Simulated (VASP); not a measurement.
# KTaP2 (P-3m1) in VASP: a series of runs

Runs on KTaP2. Level: PBE. Tasks: single point, relaxation of cell and atoms.

Program: VASP 6.6.1. These are calculated values, not measurements. Logs are shortened: lines on timing, memory, paths and dates and some standing lists are left out, and cuts for length are marked.

### 1 The cell of the first run

The structure is trigonal, space group P-3m1 (No. 164). The conventional cell has a = 3.564 Å, b = 3.564 Å, c = 7.984 Å, α = 90.00°, β = 90.00°, γ = 120.00°. K (site symmetry -3m) has 6 P at 3.22 Å and 6 K at 3.56 Å and 2 Ta at 3.99 Å within 4.2 Å. Within 3.4 Å of Ta (site symmetry -3m) lie 6 P at 2.55 Å. Within 3.4 Å of P (site symmetry 3m) lie 3 Ta at 2.55 Å and 3 K at 3.22 Å.

### 2 Single point, PBE

Input file INCAR:

```
SYSTEM = KTaP2
PREC = Accurate
ENCUT = 520
EDIFF = 1E-6
ISMEAR = 0
SIGMA = 0.1
LREAL = .FALSE.
LASPH = .TRUE.
NELM = 100
ALGO = Normal
ISIF = 2
LWAVE = .FALSE.
LCHARG = .FALSE.
GGA = PE
NBANDS = 23
```

Input file KPOINTS:

```
regular mesh
0
G
  12 12 6
  0 0 0
```

Input file POSCAR:

```
KTaP2
1.0
    3.5640317183      0.0000000000      0.0000000000
   -1.7820158592      3.0865420079      0.0000000000
    0.0000000000      0.0000000000      7.9844793212
K Ta P
1 1 2
Direct
    0.0000000000      0.0000000000      0.0000000000
    0.0000000000      0.0000000000      0.5000000000
    0.3333333333      0.6666666667      0.6890514052
    0.6666666667      0.3333333333      0.3109485948
```

Potentials or basis: VASP PAW PBE potentials, release 64 (K_sv, Ta_pv, P).

The run is started by

```
> cat potpaw_PBE.64/K_sv/POTCAR potpaw_PBE.64/Ta_pv/POTCAR potpaw_PBE.64/P/POTCAR > POTCAR
> mpirun -np 1 vasp_std > vasp.out
```

OUTCAR:

```text
SYSTEM = KTaP2
   PREC = Accurate
   ENCUT = 520
   EDIFF = 1E-6
   ISMEAR = 0
   LREAL = .FALSE.
   LASPH = .TRUE.
   NELM = 100
   ISIF = 2
   GGA = PE

 ion  position               nearest neighbor table
   1  0.000  0.000  0.000-   3 3.22   4 3.22   3 3.22   4 3.22   4 3.22   3 3.22
   2  0.000  0.000  0.500-   3 2.55   4 2.55   3 2.55   4 2.55   4 2.55   3 2.55
   3  0.333  0.667  0.689-   2 2.55   2 2.55   2 2.55   1 3.22   1 3.22   1 3.22
   4  0.667  0.333  0.311-   2 2.55   2 2.55   2 2.55   1 3.22   1 3.22   1 3.22

  LATTYP: Found a hexagonal cell.
 ALAT       =     3.5640317183
 C/A-ratio  =     2.2402941254

  Lattice vectors:

 A1 = (   3.5640317183,   0.0000000000,   0.0000000000)
 A2 = (  -1.7820158592,   3.0865420079,   0.0000000000)
 A3 = (   0.0000000000,   0.0000000000,   7.9844793212)

Analysis of symmetry for initial positions (statically):
=====================================================================
 Subroutine PRICEL returns:
 Original cell was already a primitive cell.

 Routine SETGRP: Setting up the symmetry group for a
 hexagonal supercell.

 Subroutine GETGRP returns: Found 12 space group operations
 (whereof 12 operations were pure point group operations)
 out of a pool of 24 trial point group operations.

The static configuration has the point symmetry D_3d.

Analysis of symmetry for dynamics (positions and initial velocities):
=====================================================================
 Subroutine PRICEL returns:
 Original cell was already a primitive cell.

 Routine SETGRP: Setting up the symmetry group for a
 hexagonal supercell.

 Subroutine GETGRP returns: Found 12 space group operations
 (whereof 12 operations were pure point group operations)
 out of a pool of 24 trial point group operations.

The dynamic configuration has the point symmetry D_3d.

 Subroutine INISYM returns: Found 12 space group operations
 (whereof 12 operations are pure point group operations),
 and found     1 'primitive' translations

----------------------------------------------------------------------------------------

                                     Primitive cell

  volume of cell :      87.8335

  direct lattice vectors                    reciprocal lattice vectors
     3.564031718  0.000000000  0.000000000     0.280581117  0.161993583  0.000000000
    -1.782015859  3.086542008  0.000000000     0.000000000  0.323987167  0.000000000
     0.000000000  0.000000000  7.984479321     0.000000000  0.000000000  0.125242982

  length of vectors
     3.564031718  3.564031718  7.984479321     0.323987167  0.323987167  0.125242982

  position of ions in fractional coordinates (direct lattice)
     0.000000000  0.000000000  0.000000000
     0.000000000  0.000000000  0.500000000
     0.333333333  0.666666667  0.689051405
     0.666666667  0.333333333  0.310948595

  ion indices of the primitive-cell ions
   primitive index   ion index
                 1           1
                 2           2
                 3           3
                 4           4

----------------------------------------------------------------------------------------

 KPOINTS: regular mesh

Automatic generation of k-mesh.
 Grid dimensions read from file:
 generate k-points for:   12   12    6

 Generating k-lattice:

  Cartesian coordinates                     Fractional coordinates (reciprocal lattice)
     0.023381760  0.013499465  0.000000000     0.083333333  0.000000000  0.000000000
     0.000000000  0.026998931  0.000000000     0.000000000  0.083333333  0.000000000
     0.000000000  0.000000000  0.020873830     0.000000000  0.000000000  0.166666667

  Length of vectors
     0.026998931  0.026998931  0.020873830

  Shift w.r.t. Gamma in fractional coordinates (k-lattice)
     0.000000000  0.000000000  0.000000000

 Subroutine IBZKPT returns following result:
 ===========================================

 Found    100 irreducible k-points:

 Following reciprocal coordinates:
            Coordinates               Weight
  0.000000  0.000000  0.000000      1.000000
  0.083333  0.000000  0.000000      6.000000
  0.166667  0.000000  0.000000      6.000000
  0.250000  0.000000  0.000000      6.000000
  0.333333  0.000000  0.000000      6.000000
  0.416667  0.000000  0.000000      6.000000
[... 16 lines left out ...]
  0.166667  0.000000  0.166667      6.000000
  0.000000  0.166667  0.166667      6.000000
 [... further k-points ...]
   k-points           NKPTS =    100   k-points in BZ     NKDIM =    100   number of bands    NBANDS=     23
   number of dos      NEDOS =    301   number of ions     NIONS =      4
   total plane-waves  NPLWV =  47040
   dimension x,y,z NGX =    28 NGY =   28 NGZ =   60
   dimension x,y,z NGXF=    56 NGYF=   56 NGZF=  120
   ions per type =               1   1   2
   NGX,Y,Z   is equivalent  to a cutoff of  13.06, 13.06, 12.49 a.u.
   NGXF,Y,Z  is equivalent  to a cutoff of  26.12, 26.12, 24.99 a.u.
 SYSTEM =  KTaP2
   PREC   = accura    normal or accurate (medium, high low for compatibility)
   ISTART =      0    job   : 0-new  1-cont  2-samecut
   ICHARG =      2    charge: 1-file 2-atom 10-const
   ISPIN  =      1    spin polarized calculation?
   LNONCOLLINEAR =      F non collinear calculations
   LSORBIT =      F    spin-orbit coupling
   LASPH  =      T    aspherical Exc in radial PAW
   ENCUT  =  520.0 eV  38.22 Ry    6.18 a.u.   6.63  6.63 14.85*2*pi/ulx,y,z
   NELM   =    100;   NELMIN=  2; NELMDL= -5     # of ELM steps
   EDIFF  = 0.1E-05   stopping-criterion for ELM
   LREAL  =      F    real-space projection
   EDIFFG = 0.1E-04   stopping-criterion for IOM
   NSW    =      0    number of steps for IOM
   IBRION =     -1    ionic relax: 0-MD 1-quasi-New 2-CG
   NFREE  =      0    steps in history (QN), initial steepest desc. (CG)
   ISIF   =      2    stress and relaxation
   ISYM   =      2    0-nonsym 1-usesym 2-fastsym
   POTIM  = 0.5000    time-step for ionic-motion
   TEBEG  =    0.0;   TEEND  =   0.0 temperature during run
   PSTRESS=    0.0 pullay stress
   NELECT =      30.0000    total number of electrons
   NUPDOWN=      -1.0000    fix difference up-down
   EMIN   =  10.00;   EMAX   =-10.00  energy-range for DOS
   EFERMI =   0.00;   METHOD = LEGACY
   ISMEAR =     0;   SIGMA  =   0.10  broadening in eV -4-tet -1-fermi 0-gaus
   EFERMI_NEDOS =   21; number of points for ismear=-14 and -15
   IALGO  =     38    algorithm
   IMIX   =      4    mixing-type and parameters
     AMIX     =   0.40;   BMIX     =  1.00
     AMIX_MAG =   1.60;   BMIX_MAG =  1.00
  volume/ion in A,a.u.               =      21.96       148.18
  Fermi-wavevector in a.u.,A,eV,Ry     =   1.144358  2.162522 17.817571  1.309555
  Thomas-Fermi vector in A             =   2.281050
   LORBIT       =      0    0 simple, 1 ext, 2 COOP (PROOUT), +10 PAW based schemes
   GGA     = PE    functional components
   LHFCALC =     F    Hartree Fock is set to
   AEXX    =    0.0000 exact exchange contribution
   IVDW    =     0    specifies the selected vdW correction
   LEPSILON=     F    determine dielectric tensor
   LRPA    =     F    only Hartree local field effects (RPA)
 non-spin polarized calculation
 Gauss-broadening in eV      SIGMA  =   0.10
  energy-cutoff  :      520.00
  volume of cell :       87.83
 maximum number of plane-waves:      2430
 NGX is ok and might be reduce to    28
   NGX = 13   NGY = 13   NGZ = 29

 number of electron      30.0000000 magnetization

 Free energy of the ion-electron system (eV)
  ---------------------------------------------------
  ext. energy  EPLUGINS =         0.00000000
  ---------------------------------------------------
  free energy    TOTEN  =       -25.53715160 eV

  energy without entropy =      -25.53114970  energy(sigma->0) =      -25.53415065

 E-fermi :   4.0752     XC(G=0):  -9.7821

 val. band max:        4.0614800428   @ k =   0.0000   0.3333   0.3333
 cond. band min:       4.0796078256   @ k =   0.0833   0.0000   0.0000
 fundamental gap:      0.0181277827
 Fermi energy:         4.0752302233

 k-point     1 :       0.0000    0.0000    0.0000
  band No.  band energies     occupation
      1     -30.6811      2.00000
      2     -30.6811      2.00000
      3     -30.6577      2.00000
      4     -26.6814      2.00000
      5     -10.2094      2.00000
      6      -9.9450      2.00000
[... 15 lines left out ...]
     22       9.6941      0.00000
     23      10.7610      0.00000

 k-point     2 :       0.0833    0.0000    0.0000
  band No.  band energies     occupation
      1     -30.6908      2.00000
      2     -30.6834      2.00000
      3     -30.6561      2.00000
      4     -26.6757      2.00000
      5     -10.1959      2.00000
      6      -9.9952      2.00000
[... 15 lines left out ...]
     22      10.2487      0.00000
     23      10.7091      0.00000

 k-point     3 :       0.1667    0.0000    0.0000
  band No.  band energies     occupation
      1     -30.7170      2.00000
      2     -30.6897      2.00000
      3     -30.6517      2.00000
      4     -26.6599      2.00000
      5     -10.1592      2.00000
      6     -10.1278      2.00000
[... 15 lines left out ...]
     22       9.9271      0.00000
     23      10.8779      0.00000
[... 495 lines left out ...]
 k-point    23 :       0.1667    0.0000    0.1667
  band No.  band energies     occupation
      1     -30.7171      2.00000
      2     -30.6897      2.00000
      3     -30.6517      2.00000
      4     -26.6599      2.00000
      5     -10.1629      2.00000
      6     -10.1278      2.00000
[... 15 lines left out ...]
     22      10.2536      0.00000
     23      10.7280      0.00000

 k-point    24 :       0.0000    0.1667    0.1667
  band No.  band energies     occupation
      1     -30.7171      2.00000
      2     -30.6897      2.00000
      3     -30.6517      2.00000
      4     -26.6599      2.00000
      5     -10.1634      2.00000
      6     -10.1273      2.00000
[... 15 lines left out ...]
     22       9.5082      0.00000
     23      11.1044      0.00000

 [... further k-points ...]

------------------------ aborting loop because EDIFF is reached ----------------------------------------

  FORCE on cell =-STRESS in cart. coord.  units (eV):
  Direction    XX          YY          ZZ          XY          YZ          ZX
  --------------------------------------------------------------------------------------
  -------------------------------------------------------------------------------------
  Total       -0.0114940     -0.0114940      0.0530099      0.0000000      0.0000000     -0.0000000
  in kB       -0.2096633     -0.2096633      0.9669577      0.0000000      0.0000000     -0.0000000
  external PRESSURE =       0.1825437 kB  Pullay stress =       0.0000000 kB

 VOLUME and BASIS-vectors are now :
 -----------------------------------------------------------------------------
  energy-cutoff  :      520.00
  volume of cell :       87.83
      direct lattice vectors                 reciprocal lattice vectors
     3.564031718  0.000000000  0.000000000     0.280581117  0.161993583  0.000000000
    -1.782015859  3.086542008  0.000000000     0.000000000  0.323987167  0.000000000
     0.000000000  0.000000000  7.984479321     0.000000000  0.000000000  0.125242982

 POSITION                                       TOTAL-FORCE (eV/Angst)
 -----------------------------------------------------------------------------------
      0.00000      0.00000      0.00000        -0.000000      0.000000      0.000000
      0.00000      0.00000      3.99224        -0.000000      0.000000      0.000000
     -0.00000      2.05769      5.50172         0.000000      0.000000     -0.003284
      1.78202      1.02885      2.48276         0.000000      0.000000      0.003284
 -----------------------------------------------------------------------------------
    total drift:                                0.000000      0.000000      0.000000

  FREE ENERGIE OF THE ION-ELECTRON SYSTEM (eV)
  ---------------------------------------------------
  free  energy   TOTEN  =       -25.5371516035 eV

  energy  without entropy=      -25.5311497000  energy(sigma->0) =      -25.53415065
```

It took 2.3 min on 1 thread of Intel Xeon Platinum 8488C (Sapphire Rapids), shared host; peak memory 0.35 GiB.

Results:

| Item | Value |
| --- | --- |
| Free energy | -25.5372 eV |
| Pressure | 0.0 GPa |
| Largest force | 0.003 eV/Å |
| Band gap on the k mesh | zero (band 15 reaches 4.74 eV, above the bottom of band 16 at 3.89 eV) |

Forces on the atoms (eV/Å):
```
K    0.000  0.000  0.000
Ta   0.000  0.000  0.000
P    0.000  0.000 -0.003
P    0.000  0.000  0.003
```

Caveat: spin-orbit coupling is left out, which moves the levels of the heavy elements.

### 3 Relaxation of cell and atoms, PBE

This run uses another cell than the first one, of 22.23 Å³/atom, 1.012 times its volume.

Input file INCAR:

```
PREC = Accurate ; ENCUT = 600
EDIFF = 1E-6 ; ISMEAR = 0
SIGMA = 0.1 ; LREAL = False
LASPH = True ; NELM = 100
ALGO = Normal ; ISIF = 3
LWAVE = False ; LCHARG = False
GGA = PE ; IBRION = 2
NSW = 100 ; EDIFFG = -0.01
```

Input file KPOINTS:

```
regular mesh
0
Gamma
  12 12 6
```

Input file POSCAR:

```
KTaP2
1.0
    3.6059899647      0.0000000000      0.0000000000
   -1.8029949824      3.1228789152      0.0000000000
    0.0000000000      0.0000000000      7.8962034314
K Ta P
1 1 2
Direct
    0.0000000000      0.0000000000      0.0000000000
    0.0000000000      0.0000000000      0.5000000000
    0.3333333333      0.6666666667      0.6867073330
    0.6666666667      0.3333333333      0.3132926670
```

Potentials or basis: VASP PAW PBE potentials, release 64 (K_sv, Ta_pv, P).

The run is started by

```
> cat potpaw_PBE.64/K_sv/POTCAR potpaw_PBE.64/Ta_pv/POTCAR potpaw_PBE.64/P/POTCAR > POTCAR
> mpirun -np 1 vasp_std > vasp.out
```

Wall time 11 min (1 thread of Intel Xeon Platinum 8488C (Sapphire Rapids), shared host); peak memory 0.4 GiB.

It converged, with:

```yaml
Free_energy: -25.5378 eV
Relaxed_volume: 21.97 Å³/atom
Relaxed_cell: a = 3.564 Å, b = 3.564 Å, c = 7.992 Å, α = 90.00°, β = 90.00°, γ = 120.00°
Space_group_after_relaxing_to_0.05_Å: P-3m1 (No. 164)
Energy_gained_by_relaxing: 2.6 meV/atom
Ionic_steps: 8
Pressure_after_relaxing: 0.0 GPa
Band_gap_on_the_k_mesh: zero (band 15 reaches 4.74 eV, above the bottom of band 16 at 3.88 eV)
```

Step by step:
```tsv
step	energy change (eV)	largest force (eV/Å)	pressure (GPa)	volume (Å³)
1	0.0000	0.1429	-0.06	88.92
2	-0.0070	0.0523	-0.33	88.81
3	-0.0091	0.0364	-0.60	88.70
4	-0.0092	0.0912	0.56	87.38
5	-0.0104	0.0276	-0.01	88.02
6	-0.0104	0.0265	-0.02	88.04
7	-0.0105	0.0153	-0.02	87.98
8	-0.0105	0.0016	-0.01	87.90
```

Final structure:
```cif
data_structure
_symmetry_space_group_name_H-M 'P 1'
_symmetry_Int_Tables_number 1
_cell_length_a 3.5637
_cell_length_b 3.5637
_cell_length_c 7.9922
_cell_angle_alpha 90.000
_cell_angle_beta 90.000
_cell_angle_gamma 120.000
_cell_volume 87.90
loop_
_atom_site_label
_atom_site_type_symbol
_atom_site_fract_x
_atom_site_fract_y
_atom_site_fract_z
_atom_site_occupancy
K1 K 0.00000 0.00000 0.00000 1
Ta1 Ta 0.00000 0.00000 0.50000 1
P1 P 0.33333 0.66667 0.68894 1
P2 P 0.66667 0.33333 0.31106 1
```

Levels at points of the mesh, in eV from the Fermi level:
| k point | band 12 | band 13 | band 14 | band 15 | band 16 | band 17 | band 18 | band 19 |
| --- | --- | --- | --- | --- | --- | --- | --- | --- |
| (0.00, 0.00, 0.00) | -2.40 | -0.48 | 0.24 | 0.65 | 0.65 | 1.47 | 1.47 | 3.45 |
| (0.50, 0.00, 0.00) | -2.88 | -2.25 | -1.25 | -0.27 | -0.10 | 2.53 | 2.54 | 2.94 |
| (0.00, 0.00, 0.50) | -2.39 | -1.64 | 0.66 | 0.66 | 1.31 | 1.38 | 1.38 | 2.95 |
| (0.50, 0.00, 0.50) | -2.60 | -2.22 | -1.54 | -0.18 | -0.06 | 2.53 | 2.93 | 3.00 |

Caveat: spin-orbit coupling is left out, which moves the levels of the heavy elements.
